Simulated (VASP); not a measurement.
# MoPd (R-3m) in VASP: single point with LDA

Aim: the single point of MoPd with LDA.

Program: VASP 6.6.1. These are calculated values, not measurements. Logs are shortened: lines on timing, memory, paths and dates and some standing lists are left out, and cuts for length are marked.

## Step 1: The cell of the first run

It takes space group R-3m (No. 166, trigonal). The conventional cell has a = 2.775 Å, b = 2.775 Å, c = 13.934 Å, α = 90.00°, β = 90.00°, γ = 120.00°. Mo (site symmetry -3m) has 6 Mo at 2.78 Å and 6 Pd at 2.82 Å within 3.7 Å. Pd (site symmetry -3m) has 6 Pd at 2.78 Å and 6 Mo at 2.82 Å within 3.7 Å.

## Step 2: Single point, LDA

Input file INCAR:

```
SYSTEM = MoPd
  PREC = Accurate
  ENCUT = 520
  EDIFF = 1E-6
  ISMEAR = -1
  SIGMA = 0.05
  LREAL = .FALSE.
  LASPH = .TRUE.
  NELM = 80
  ALGO = Normal
  ISIF = 2
  LWAVE = .FALSE.
  LCHARG = .TRUE.
  LELF = .TRUE.
  LVHAR = .TRUE.
  NBANDS = 19
```

Input file KPOINTS:

```
Automatic mesh
0
G
  11 11 11
  0 0 0
```

Input file POSCAR:

```
MoPd
1.0
    4.9133890000      0.0000000000      0.0000000000
    4.1295623823      2.6623497134      0.0000000000
    4.1295623823      1.2157910355      2.3685350228
Mo Pd
1 1
Direct
    0.0000000000      0.0000000000      0.0000000000
    0.5000000000      0.5000000000      0.5000000000
```

Potentials or basis: VASP PAW LDA potentials, release 64 (Mo_sv, Pd).

On the command line:

```bash
cat potpaw_LDA.64/Mo_sv/POTCAR potpaw_LDA.64/Pd/POTCAR > POTCAR
mpirun -np 1 vasp_std > vasp.out
```

OUTCAR:

```text
SYSTEM = MoPd
   PREC = Accurate
   ENCUT = 520
   EDIFF = 1E-6
   ISMEAR = -1
   LREAL = .FALSE.
   LASPH = .TRUE.
   NELM = 80
   ISIF = 2

 ion  position               nearest neighbor table
   1  0.000  0.000  0.000-   2 2.82   2 2.82   2 2.82   2 2.82   2 2.82   2 2.82
   2  0.500  0.500  0.500-   1 2.82   1 2.82   1 2.82   1 2.82   1 2.82   1 2.82

  LATTYP: Found a trigonal (rhomboedric) cell.
 ALAT       =     4.9133890000
 COS(alpha) =     0.8404712882

  Lattice vectors:

 A1 = (   4.9133890000,   0.0000000000,   0.0000000000)
 A2 = (   4.1295623823,   2.6623497134,   0.0000000000)
 A3 = (   4.1295623823,   1.2157910355,   2.3685350228)

Analysis of symmetry for initial positions (statically):
=====================================================================
 Subroutine PRICEL returns:
 Original cell was already a primitive cell.

 Routine SETGRP: Setting up the symmetry group for a
 trigonal (rhombohedral) supercell.

 Subroutine GETGRP returns: Found 12 space group operations
 (whereof 12 operations were pure point group operations)
 out of a pool of 12 trial point group operations.

The static configuration has the point symmetry D_3d.

Analysis of symmetry for dynamics (positions and initial velocities):
=====================================================================
 Subroutine PRICEL returns:
 Original cell was already a primitive cell.

 Routine SETGRP: Setting up the symmetry group for a
 trigonal (rhombohedral) supercell.

 Subroutine GETGRP returns: Found 12 space group operations
 (whereof 12 operations were pure point group operations)
 out of a pool of 12 trial point group operations.

The dynamic configuration has the point symmetry D_3d.

 Subroutine INISYM returns: Found 12 space group operations
 (whereof 12 operations are pure point group operations),
 and found     1 'primitive' translations

----------------------------------------------------------------------------------------

                                     Primitive cell

  volume of cell :      30.9832

  direct lattice vectors                    reciprocal lattice vectors
     4.913389000  0.000000000  0.000000000     0.203525510 -0.315687787 -0.192803105
     4.129562382  2.662349713  0.000000000     0.000000000  0.375608056 -0.192803105
     4.129562382  1.215791035  2.368535023     0.000000000  0.000000000  0.422201906

  length of vectors
     4.913389000  4.913389000  4.913389000     0.422201906  0.422201906  0.422201906

  position of ions in fractional coordinates (direct lattice)
     0.000000000  0.000000000  0.000000000
     0.500000000  0.500000000  0.500000000

  ion indices of the primitive-cell ions
   primitive index   ion index
                 1           1
                 2           2

----------------------------------------------------------------------------------------

 KPOINTS: Automatic mesh

Automatic generation of k-mesh.
 Grid dimensions read from file:
 generate k-points for:   11   11   11

 Generating k-lattice:

  Cartesian coordinates                     Fractional coordinates (reciprocal lattice)
     0.018502319 -0.028698890 -0.017527555     0.090909091 -0.000000000  0.000000000
     0.000000000  0.034146187 -0.017527555     0.000000000  0.090909091  0.000000000
     0.000000000  0.000000000  0.038381991     0.000000000  0.000000000  0.090909091

  Length of vectors
     0.038381991  0.038381991  0.038381991

  Shift w.r.t. Gamma in fractional coordinates (k-lattice)
     0.000000000  0.000000000  0.000000000

 Subroutine IBZKPT returns following result:
 ===========================================

 Found    146 irreducible k-points:

 Following reciprocal coordinates:
            Coordinates               Weight
  0.000000  0.000000  0.000000      1.000000
  0.090909  0.000000  0.000000      6.000000
  0.181818  0.000000  0.000000      6.000000
  0.272727 -0.000000  0.000000      6.000000
  0.363636 -0.000000 -0.000000      6.000000
  0.454545  0.000000 -0.000000      6.000000
[... 16 lines left out ...]
 -0.272727  0.181818  0.000000     12.000000
 -0.181818  0.181818  0.000000      6.000000
 [... further k-points ...]
   k-points           NKPTS =    146   k-points in BZ     NKDIM =    146   number of bands    NBANDS=     19
   number of dos      NEDOS =    301   number of ions     NIONS =      2
   total plane-waves  NPLWV =  64000
   dimension x,y,z NGX =    40 NGY =   40 NGZ =   40
   dimension x,y,z NGXF=    80 NGYF=   80 NGZF=   80
   ions per type =               1   1
   NGX,Y,Z   is equivalent  to a cutoff of  13.53, 13.53, 13.53 a.u.
   NGXF,Y,Z  is equivalent  to a cutoff of  27.07, 27.07, 27.07 a.u.
 SYSTEM =  MoPd
   PREC   = accura    normal or accurate (medium, high low for compatibility)
   ISTART =      0    job   : 0-new  1-cont  2-samecut
   ICHARG =      2    charge: 1-file 2-atom 10-const
   ISPIN  =      1    spin polarized calculation?
   LNONCOLLINEAR =      F non collinear calculations
   LSORBIT =      F    spin-orbit coupling
   LASPH  =      T    aspherical Exc in radial PAW
   ENCUT  =  520.0 eV  38.22 Ry    6.18 a.u.   9.14  9.14  9.14*2*pi/ulx,y,z
   NELM   =     80;   NELMIN=  2; NELMDL= -5     # of ELM steps
   EDIFF  = 0.1E-05   stopping-criterion for ELM
   LREAL  =      F    real-space projection
   EDIFFG = 0.1E-04   stopping-criterion for IOM
   NSW    =      0    number of steps for IOM
   IBRION =     -1    ionic relax: 0-MD 1-quasi-New 2-CG
   NFREE  =      0    steps in history (QN), initial steepest desc. (CG)
   ISIF   =      2    stress and relaxation
   ISYM   =      2    0-nonsym 1-usesym 2-fastsym
   POTIM  = 0.5000    time-step for ionic-motion
   TEBEG  =    0.0;   TEEND  =   0.0 temperature during run
   PSTRESS=    0.0 pullay stress
   NELECT =      24.0000    total number of electrons
   NUPDOWN=      -1.0000    fix difference up-down
   EMIN   =  10.00;   EMAX   =-10.00  energy-range for DOS
   EFERMI =   0.00;   METHOD = LEGACY
   ISMEAR =    -1;   SIGMA  =   0.05  broadening in eV -4-tet -1-fermi 0-gaus
   EFERMI_NEDOS =   21; number of points for ismear=-14 and -15
   IALGO  =     38    algorithm
   IMIX   =      4    mixing-type and parameters
     AMIX     =   0.40;   BMIX     =  1.00
     AMIX_MAG =   1.60;   BMIX_MAG =  1.00
  volume/ion in A,a.u.               =      15.49       104.54
  Fermi-wavevector in a.u.,A,eV,Ry     =   1.503499  2.841202 30.756107  2.260510
  Thomas-Fermi vector in A             =   2.614602
   LORBIT       =      0    0 simple, 1 ext, 2 COOP (PROOUT), +10 PAW based schemes
   GGA     = CA    functional components
   LHFCALC =     F    Hartree Fock is set to
   AEXX    =    0.0000 exact exchange contribution
   IVDW    =     0    specifies the selected vdW correction
   LEPSILON=     F    determine dielectric tensor
   LRPA    =     F    only Hartree local field effects (RPA)
 non-spin polarized calculation
  energy-cutoff  :      520.00
  volume of cell :       30.98
 maximum number of plane-waves:       848
 NGX is ok and might be reduce to    40
   NGX = 19   NGY = 19   NGZ = 19

 number of electron      24.0000001 magnetization

 Free energy of the ion-electron system (eV)
  ---------------------------------------------------
  ext. energy  EPLUGINS =         0.00000000
  ---------------------------------------------------
  free energy    TOTEN  =       -18.40886303 eV

  energy without entropy =      -18.38600644  energy(sigma->0) =      -18.39743473

 E-fermi :  10.9809     XC(G=0): -13.4529

 val. band max:       10.9796438304   @ k =   0.1818   0.1818   0.0909
 cond. band min:      10.9817051217   @ k =   0.2727   0.1818   0.1818
 fundamental gap:      0.0020612913
 Fermi energy:        10.9809205905

 k-point     1 :       0.0000    0.0000    0.0000
  band No.  band energies     occupation
      1     -49.7583      2.00000
      2     -24.1141      2.00000
      3     -23.3007      2.00000
      4     -23.3007      2.00000
      5       3.5861      2.00000
      6       5.4560      2.00000
[... 11 lines left out ...]
     18      24.5525      0.00000
     19      25.9325      0.00000

 k-point     2 :       0.0909    0.0000    0.0000
  band No.  band energies     occupation
      1     -49.7435      2.00000
      2     -24.1004      2.00000
      3     -23.3998      2.00000
      4     -23.3232      2.00000
      5       3.8741      2.00000
      6       5.6762      2.00000
[... 11 lines left out ...]
     18      25.1929      0.00000
     19      26.3033      0.00000

 k-point     3 :       0.1818    0.0000    0.0000
  band No.  band energies     occupation
      1     -49.7038      2.00000
      2     -24.0634      2.00000
      3     -23.6606      2.00000
      4     -23.3830      2.00000
      5       4.6582      2.00000
      6       6.2027      2.00000
[... 11 lines left out ...]
     18      25.8905      0.00000
     19      27.1412      0.00000

 k-point     4 :       0.2727   -0.0000    0.0000
  band No.  band energies     occupation
      1     -49.6512      2.00000
      2     -24.0146      2.00000
      3     -23.9920      2.00000
      4     -23.4605      2.00000
      5       5.6235      2.00000
      6       6.5248      2.00000
[... 11 lines left out ...]
     18      23.4658      0.00000
     19      26.2342      0.00000

 k-point     5 :       0.3636   -0.0000   -0.0000
  band No.  band energies     occupation
      1     -49.6024      2.00000
      2     -24.2875      2.00000
      3     -23.9693      2.00000
      4     -23.5308      2.00000
      5       5.9736      2.00000
      6       6.7068      2.00000
[... 11 lines left out ...]
     18      22.4484      0.00000
     19      24.5936      0.00000
[... 334 lines left out ...]
      2     -24.3541      2.00000
      3     -23.9277      2.00000
      4     -23.7922      2.00000
      5       6.5268      2.00000
      6       6.5806      2.00000
[... 11 lines left out ...]
     18      23.0407      0.00000
     19      23.5911      0.00000

 k-point    22 :      -0.3636    0.1818    0.0000
  band No.  band energies     occupation
      1     -49.5600      2.00000
      2     -24.3544      2.00000
      3     -23.9275      2.00000
      4     -23.7921      2.00000
      5       6.4092      2.00000
      6       6.6031      2.00000
[... 11 lines left out ...]
     18      22.4563      0.00000
     19      22.7346      0.00000

 k-point    23 :      -0.2727    0.1818    0.0000
  band No.  band energies     occupation
      1     -49.5846      2.00000
      2     -24.2525      2.00000
      3     -23.9506      2.00000
      4     -23.7108      2.00000
      5       6.4385      2.00000
      6       6.7043      2.00000
[... 11 lines left out ...]
     18      22.0429      0.00000
     19      23.7683      0.00000

 k-point    24 :      -0.1818    0.1818    0.0000
  band No.  band energies     occupation
      1     -49.6257      2.00000
      2     -24.0713      2.00000
      3     -23.9894      2.00000
      4     -23.5806      2.00000
      5       6.1694      2.00000
      6       6.7061      2.00000
[... 11 lines left out ...]
     18      23.7265      0.00000
     19      24.6987      0.00000

 [... further k-points ...]
[... 5 lines left out ...]
  --------------------------------------------------------------------------------------
  -------------------------------------------------------------------------------------
  Total       -2.7737626     -2.7518113     -2.7505051     -0.0070761     -0.0012723     -0.0043216
  in kB     -143.4345618   -142.2994327   -142.2318872     -0.3659117     -0.0657942     -0.2234769
  external PRESSURE =    -142.6552939 kB  Pullay stress =       0.0000000 kB

 VOLUME and BASIS-vectors are now :
 -----------------------------------------------------------------------------
  energy-cutoff  :      520.00
  volume of cell :       30.98
      direct lattice vectors                 reciprocal lattice vectors
     4.913389000  0.000000000  0.000000000     0.203525510 -0.315687787 -0.192803105
     4.129562382  2.662349713  0.000000000     0.000000000  0.375608056 -0.192803105
     4.129562382  1.215791035  2.368535023     0.000000000  0.000000000  0.422201906

 POSITION                                       TOTAL-FORCE (eV/Angst)
 -----------------------------------------------------------------------------------
      0.00000      0.00000      0.00000        -0.000000     -0.000000      0.000000
      6.58626      1.93907      1.18427         0.000000      0.000000      0.000000
 -----------------------------------------------------------------------------------
    total drift:                               -0.000000      0.000000      0.000000

  FREE ENERGIE OF THE ION-ELECTRON SYSTEM (eV)
  ---------------------------------------------------
  free  energy   TOTEN  =       -18.4088630318 eV

  energy  without entropy=      -18.3860064359  energy(sigma->0) =      -18.39743473
```

Run time: 6.5 min. Hardware: 1 thread of Intel Xeon 8259CL, shared host; peak memory 0.27 GiB.

What came out:

- Free energy: -18.4089 eV
- Pressure: -14.3 GPa
- Band gap on the k mesh: zero (band 12 reaches 12.31 eV, above the bottom of band 13 at 9.96 eV)
